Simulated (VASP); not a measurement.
# AlN (P6_3mc) in VASP: a series of runs

Runs on AlN. Level: PBEsol. Tasks: electric field gradients.

All numbers are computed with VASP 6.6.1; they aren't measurements. Logs are shortened: lines on timing, memory, paths and dates and some standing lists are left out, and cuts for length are marked.

### Step 1. The cell of the first run

The structure is hexagonal, space group P6_3mc (No. 186). The conventional cell has a = 3.204 Å, b = 3.204 Å, c = 4.978 Å, α = 90.00°, β = 90.00°, γ = 120.00°. Al (site symmetry 3m) has 4 N at 1.92 to 1.94 Å within 2.5 Å. N (site symmetry 3m) has 4 Al at 1.92 to 1.94 Å within 2.5 Å.

### Step 2. Electric field gradients, PBEsol (equal xx and yy strain of +3 %)

Contents of INCAR:

```
PREC = Accurate
ENCUT = 520
EDIFF = 1E-8
ISMEAR = -1
SIGMA = 0.02
LREAL = F
LASPH = T
NELM = 60
ALGO = Normal
ISIF = 2
LWAVE = F
LCHARG = F
GGA = PS
LEFG = T
NBANDS = 16
```

Contents of KPOINTS:

```
regular mesh
0
Gamma
  11 11 6
```

Contents of POSCAR:

```
AlN
1.0
    3.2043322162      0.0000000000      0.0000000000
   -1.6021661081      2.7750331013      0.0000000000
    0.0000000000      0.0000000000      4.9780000000
Al N
2 2
Direct
    0.3333333333      0.6666666667      0.0000000000
    0.6666666667      0.3333333333      0.5000000000
    0.3333333333      0.6666666667      0.3850000000
    0.6666666667      0.3333333333      0.8850000000
```

Potentials or basis: VASP PAW PBE potentials, release 64 (Al, N).

The run is started by

```bash
$ cat potpaw_PBE.64/Al/POTCAR potpaw_PBE.64/N/POTCAR > POTCAR
$ mpirun -np 1 vasp_std > vasp.out
```

OUTCAR:

```text
PREC = Accurate
   ENCUT = 520
   EDIFF = 1E-8
   ISMEAR = -1
   LREAL = F
   LASPH = T
   NELM = 60
   ISIF = 2
   GGA = PS

 ion  position               nearest neighbor table
   1  0.333  0.667  0.000-   3 1.92   4 1.94   4 1.94   4 1.94   2 3.10   2 3.10   2 3.10   2 3.10
                             2 3.10   2 3.10
   2  0.667  0.333  0.500-   4 1.92   3 1.94   3 1.94   3 1.94   1 3.10   1 3.10   1 3.10   1 3.10
                             1 3.10   1 3.10
   3  0.333  0.667  0.385-   1 1.92   2 1.94   2 1.94   2 1.94
   4  0.667  0.333  0.885-   2 1.92   1 1.94   1 1.94   1 1.94

  LATTYP: Found a hexagonal cell.
 ALAT       =     3.2043322162
 C/A-ratio  =     1.5535218149

  Lattice vectors:

 A1 = (   3.2043322162,   0.0000000000,   0.0000000000)
 A2 = (  -1.6021661081,   2.7750331013,   0.0000000000)
 A3 = (   0.0000000000,   0.0000000000,   4.9780000000)

Analysis of symmetry for initial positions (statically):
=====================================================================
 Subroutine PRICEL returns:
 Original cell was already a primitive cell.

 Routine SETGRP: Setting up the symmetry group for a
 hexagonal supercell.

 Subroutine GETGRP returns: Found 12 space group operations
 (whereof  6 operations were pure point group operations)
 out of a pool of 24 trial point group operations.

The static configuration has the point symmetry C_3v.
 The point group associated with its full space group is C_6v.

Analysis of symmetry for dynamics (positions and initial velocities):
=====================================================================
 Subroutine PRICEL returns:
 Original cell was already a primitive cell.

 Routine SETGRP: Setting up the symmetry group for a
 hexagonal supercell.

 Subroutine GETGRP returns: Found 12 space group operations
 (whereof  6 operations were pure point group operations)
 out of a pool of 24 trial point group operations.

The dynamic configuration has the point symmetry C_3v.
 The point group associated with its full space group is C_6v.

 Subroutine INISYM returns: Found 12 space group operations
 (whereof  6 operations are pure point group operations),
 and found     1 'primitive' translations

----------------------------------------------------------------------------------------

                                     Primitive cell

  volume of cell :      44.2650

  direct lattice vectors                    reciprocal lattice vectors
     3.204332216  0.000000000  0.000000000     0.312077504  0.180178031  0.000000000
    -1.602166108  2.775033101  0.000000000     0.000000000  0.360356062  0.000000000
     0.000000000  0.000000000  4.978000000     0.000000000  0.000000000  0.200883889

  length of vectors
     3.204332216  3.204332216  4.978000000     0.360356062  0.360356062  0.200883889

  position of ions in fractional coordinates (direct lattice)
     0.333333333  0.666666667  0.000000000
     0.666666667  0.333333333  0.500000000
     0.333333333  0.666666667  0.385000000
     0.666666667  0.333333333  0.885000000

  ion indices of the primitive-cell ions
   primitive index   ion index
                 1           1
                 2           2
                 3           3
                 4           4

----------------------------------------------------------------------------------------

 KPOINTS: regular mesh

Automatic generation of k-mesh.
 Grid dimensions read from file:
 generate k-points for:   11   11    6

 Generating k-lattice:

  Cartesian coordinates                     Fractional coordinates (reciprocal lattice)
     0.028370682  0.016379821  0.000000000     0.090909091  0.000000000  0.000000000
     0.000000000  0.032759642  0.000000000     0.000000000  0.090909091  0.000000000
     0.000000000  0.000000000  0.033480648     0.000000000  0.000000000  0.166666667

  Length of vectors
     0.032759642  0.032759642  0.033480648

  Shift w.r.t. Gamma in fractional coordinates (k-lattice)
     0.000000000  0.000000000  0.000000000

 Subroutine IBZKPT returns following result:
 ===========================================

 Found     64 irreducible k-points:

 Following reciprocal coordinates:
            Coordinates               Weight
  0.000000  0.000000  0.000000      1.000000
  0.090909  0.000000  0.000000      6.000000
  0.181818 -0.000000  0.000000      6.000000
  0.272727  0.000000  0.000000      6.000000
  0.363636  0.000000  0.000000      6.000000
  0.454545 -0.000000  0.000000      6.000000
[... 16 lines left out ...]
  0.090909  0.090909  0.166667     12.000000
  0.181818  0.090909  0.166667     24.000000
 [... further k-points ...]
   k-points           NKPTS =     64   k-points in BZ     NKDIM =     64   number of bands    NBANDS=     16
   number of dos      NEDOS =    301   number of ions     NIONS =      4
   total plane-waves  NPLWV =  23040
   dimension x,y,z NGX =    24 NGY =   24 NGZ =   40
   dimension x,y,z NGXF=    48 NGYF=   48 NGZF=   80
   ions per type =               2   2
   NGX,Y,Z   is equivalent  to a cutoff of  12.45, 12.45, 13.36 a.u.
   NGXF,Y,Z  is equivalent  to a cutoff of  24.90, 24.90, 26.72 a.u.
 SYSTEM =  unknown system
   PREC   = accura    normal or accurate (medium, high low for compatibility)
   ISTART =      0    job   : 0-new  1-cont  2-samecut
   ICHARG =      2    charge: 1-file 2-atom 10-const
   ISPIN  =      1    spin polarized calculation?
   LNONCOLLINEAR =      F non collinear calculations
   LSORBIT =      F    spin-orbit coupling
   LASPH  =      T    aspherical Exc in radial PAW
   ENCUT  =  520.0 eV  38.22 Ry    6.18 a.u.   5.96  5.96  9.26*2*pi/ulx,y,z
   NELM   =     60;   NELMIN=  2; NELMDL= -5     # of ELM steps
   EDIFF  = 0.1E-07   stopping-criterion for ELM
   LREAL  =      F    real-space projection
   EDIFFG = 0.1E-06   stopping-criterion for IOM
   NSW    =      0    number of steps for IOM
   IBRION =     -1    ionic relax: 0-MD 1-quasi-New 2-CG
   NFREE  =      0    steps in history (QN), initial steepest desc. (CG)
   ISIF   =      2    stress and relaxation
   ISYM   =      2    0-nonsym 1-usesym 2-fastsym
   POTIM  = 0.5000    time-step for ionic-motion
   TEBEG  =    0.0;   TEEND  =   0.0 temperature during run
   PSTRESS=    0.0 pullay stress
   NELECT =      16.0000    total number of electrons
   NUPDOWN=      -1.0000    fix difference up-down
   EMIN   =  10.00;   EMAX   =-10.00  energy-range for DOS
   EFERMI =   0.00;   METHOD = LEGACY
   ISMEAR =    -1;   SIGMA  =   0.02  broadening in eV -4-tet -1-fermi 0-gaus
   EFERMI_NEDOS =   21; number of points for ismear=-14 and -15
   IALGO  =     38    algorithm
   IMIX   =      4    mixing-type and parameters
     AMIX     =   0.40;   BMIX     =  1.00
     AMIX_MAG =   1.60;   BMIX_MAG =  1.00
  volume/ion in A,a.u.               =      11.07        74.68
  Fermi-wavevector in a.u.,A,eV,Ry     =   1.166168  2.203739 18.503228  1.359949
  Thomas-Fermi vector in A             =   2.302685
   LORBIT       =      0    0 simple, 1 ext, 2 COOP (PROOUT), +10 PAW based schemes
   GGA     = PS    functional components
   LHFCALC =     F    Hartree Fock is set to
   AEXX    =    0.0000 exact exchange contribution
   IVDW    =     0    specifies the selected vdW correction
   LEPSILON=     F    determine dielectric tensor
   LRPA    =     F    only Hartree local field effects (RPA)
 non-spin polarized calculation
  energy-cutoff  :      520.00
  volume of cell :       44.27
 maximum number of plane-waves:      1206
 NGX is ok and might be reduce to    24
   NGX = 11   NGY = 11   NGZ = 19

 number of electron      16.0000004 magnetization

 Free energy of the ion-electron system (eV)
  ---------------------------------------------------
  ext. energy  EPLUGINS =         0.00000000
  ---------------------------------------------------
  free energy    TOTEN  =       -31.20674501 eV

  energy without entropy =      -31.20674501  energy(sigma->0) =      -31.20674501

 E-fermi :   6.0092     XC(G=0): -10.8553

 val. band max:        5.6524759732   @ k =   0.0000   0.0000   0.0000
 cond. band min:       9.1653066145   @ k =   0.0000   0.0000   0.0000
 fundamental gap:      3.5128306413
 Fermi energy:         6.0091575289

 k-point     1 :       0.0000    0.0000    0.0000
  band No.  band energies     occupation
      1      -9.3071      2.00000
      2      -7.1782      2.00000
      3      -0.1813      2.00000
      4       4.5456      2.00000
      5       4.5456      2.00000
      6       5.2709      2.00000
[... 8 lines left out ...]
     15      17.8651      0.00000
     16      18.5760      0.00000

 k-point     2 :       0.0909    0.0000    0.0000
  band No.  band energies     occupation
      1      -9.2102      2.00000
      2      -7.1285      2.00000
      3      -0.0645      2.00000
      4       4.0807      2.00000
      5       4.4137      2.00000
      6       4.7878      2.00000
[... 8 lines left out ...]
     15      17.9727      0.00000
     16      18.1182      0.00000

 k-point     3 :       0.1818   -0.0000    0.0000
  band No.  band energies     occupation
      1      -8.9299      2.00000
      2      -6.9975      2.00000
      3       0.2786      2.00000
      4       2.9963      2.00000
      5       3.8421      2.00000
      6       4.1134      2.00000
[... 8 lines left out ...]
     15      17.2589      0.00000
     16      17.6366      0.00000

 k-point     4 :       0.2727    0.0000    0.0000
  band No.  band energies     occupation
      1      -8.5013      2.00000
      2      -6.8419      2.00000
      3       0.8216      2.00000
      4       1.8099      2.00000
      5       2.8715      2.00000
      6       3.7860      2.00000
[... 8 lines left out ...]
     15      17.0782      0.00000
     16      18.2564      0.00000
[... 324 lines left out ...]
 k-point    22 :       0.4545   -0.0000    0.1667
  band No.  band energies     occupation
      1      -7.5237      2.00000
      2      -6.8387      2.00000
      3       0.1499      2.00000
      4       1.2130      2.00000
      5       2.6067      2.00000
      6       3.4635      2.00000
[... 8 lines left out ...]
     15      17.3159      0.00000
     16      19.8157      0.00000

 k-point    23 :       0.0909    0.0909    0.1667
  band No.  band energies     occupation
      1      -8.9200      2.00000
      2      -7.2213      2.00000
      3       0.4554      2.00000
      4       3.5691      2.00000
      5       3.6288      2.00000
      6       4.3655      2.00000
[... 8 lines left out ...]
     15      17.3734      0.00000
     16      18.1208      0.00000

 k-point    24 :       0.1818    0.0909    0.1667
  band No.  band energies     occupation
      1      -8.5714      2.00000
      2      -7.0477      2.00000
      3       0.7552      2.00000
      4       2.5244      2.00000
      5       2.9221      2.00000
      6       3.9465      2.00000
[... 8 lines left out ...]
     15      17.2892      0.00000
     16      18.2913      0.00000

 [... further k-points ...]
[... 5 lines left out ...]
  --------------------------------------------------------------------------------------
  -------------------------------------------------------------------------------------
  Total       -3.7209254     -3.7209254     -1.2052325      0.0000000      0.0000000     -0.0000000
  in kB     -134.6793314   -134.6793314    -43.6235329      0.0000000      0.0000000     -0.0000000
  external PRESSURE =    -104.3273986 kB  Pullay stress =       0.0000000 kB

 VOLUME and BASIS-vectors are now :
 -----------------------------------------------------------------------------
  energy-cutoff  :      520.00
  volume of cell :       44.27
      direct lattice vectors                 reciprocal lattice vectors
     3.204332216  0.000000000  0.000000000     0.312077504  0.180178031  0.000000000
    -1.602166108  2.775033101  0.000000000     0.000000000  0.360356062  0.000000000
     0.000000000  0.000000000  4.978000000     0.000000000  0.000000000  0.200883889

 POSITION                                       TOTAL-FORCE (eV/Angst)
 -----------------------------------------------------------------------------------
     -0.00000      1.85002      0.00000        -0.000000     -0.000000     -0.100475
      1.60217      0.92501      2.48900         0.000000     -0.000000     -0.100475
     -0.00000      1.85002      1.91653        -0.000000     -0.000000      0.100475
      1.60217      0.92501      4.40553         0.000000      0.000000      0.100475
 -----------------------------------------------------------------------------------
    total drift:                               -0.000000      0.000000     -0.000237

  FREE ENERGIE OF THE ION-ELECTRON SYSTEM (eV)
  ---------------------------------------------------
  free  energy   TOTEN  =       -31.2067450111 eV

  energy  without entropy=      -31.2067450110  energy(sigma->0) =      -31.20674501

 Electric field gradients (V/A^2)
---------------------------------------------------------------------
 ion       V_xx      V_yy      V_zz      V_xy      V_xz      V_yz
---------------------------------------------------------------------
   1      -0.660    -0.660     1.320     0.000     0.000    -0.000
   2      -0.660    -0.660     1.320     0.000    -0.000     0.000
   3       2.659     2.658    -5.317    -0.001     0.000    -0.000
   4       2.659     2.658    -5.317    -0.001    -0.000     0.000
---------------------------------------------------------------------

 Electric field gradients after diagonalization (V/A^2)
 (convention: |V_zz| > |V_xx| > |V_yy|)
----------------------------------------------------------------------
 ion       V_xx      V_yy      V_zz     asymmetry (V_yy - V_xx)/ V_zz
----------------------------------------------------------------------
   1      -0.660    -0.660     1.320       0.000
   2      -0.660    -0.660     1.320       0.000
   3       2.660     2.657    -5.317       0.001
   4       2.660     2.657    -5.317       0.001
----------------------------------------------------------------------

           NMR quadrupolar parameters

 Cq : quadrupolar parameter    Cq=e*Q*V_zz/h
 eta: asymmetry parameters     (V_yy - V_xx)/ V_zz
 Q  : nuclear electric quadrupole moment in mb (millibarn)
----------------------------------------------------------------------
 ion       Cq(MHz)       eta       Q (mb)
----------------------------------------------------------------------
   1       0.003       0.000       1.000
   2       0.003       0.000       1.000
   3      -0.013       0.001       1.000
   4      -0.013       0.001       1.000
----------------------------------------------------------------------
```

Run time: 24 s. Hardware: 1 thread of AMD EPYC 9R45 (Zen 5), shared host; peak memory 0.14 GiB.

Results:

| Quantity | Value |
| --- | --- |
| Free energy | -31.2067 eV |
| Pressure | -10.4 GPa |
| Largest force | 0.100 eV/Å |
| Band gap on the k mesh | 3.51 eV, direct |

Forces in eV/Å, atoms in the order of the input:
```
Al   0.000  0.000 -0.100
Al   0.000  0.000 -0.100
N    0.000  0.000  0.100
N    0.000  0.000  0.100
```

Stress tensor (GPa, compression positive):
```
-13.47   0.00   0.00
  0.00 -13.47   0.00
  0.00   0.00  -4.36
```

Electric field gradients, principal values (V/Å²):
| atom | least | middle | greatest (by size) |
| --- | --- | --- | --- |
| 1 Al | -0.660 | -0.660 | 1.320 |
| 2 Al | -0.660 | -0.660 | 1.320 |
| 3 N | 2.657 | 2.660 | -5.317 |
| 4 N | 2.657 | 2.660 | -5.317 |

Caveat: the cell differs from its parent crystal (equal xx and yy strain of +3 %); without QUAD_EFG the Cq values of the log hold for a quadrupole moment of 1 mb, not for the nuclei; the PAW data sets were made with another functional, which shifts forces and pressure a little.

(Part 1 of 2 ends here.)
